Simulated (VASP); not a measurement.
Crystal: ZnCu2SnS4.

```
Zn Cu Sn S
1.0
    -2.69028    2.69028    5.37740
     2.69028   -2.69028    5.37740
     2.69028    2.69028   -5.37740
Zn Cu Sn S
1 2 1 4
Cartesian
  2.6903 0.0000 2.6887
  2.6903 2.6903 5.3774
  0.0000 2.6903 2.6887
  2.6903 2.6903 0.0000
  1.4415 -1.3947 6.7732
  1.2955 1.2488 -1.3958
  1.2488 4.0850 1.3958
  1.3947 1.4415 3.9816
```

Base run:

* Program: VASP 6.6.1
* Functional: TB-mBJ
* Potentials or basis: VASP PAW PBE potentials, release 64 (Zn, Cu, Sn_d, S)
* Cutoff: 520 eV
* k mesh: 10 × 10 × 10
* Occupations: gaussian, width 0.03 eV
* Spin: no spin polarisation

Its results: band gap on the k mesh 0.69 eV.

**Question.** The run is repeated on the same cell with these changes: functional from TB-mBJ to PBEsol. What comes out?

**Answer.** Band gap on the k mesh 0.14 eV.

Caveats: spin-orbit coupling is left out, which moves the levels of the heavy elements.
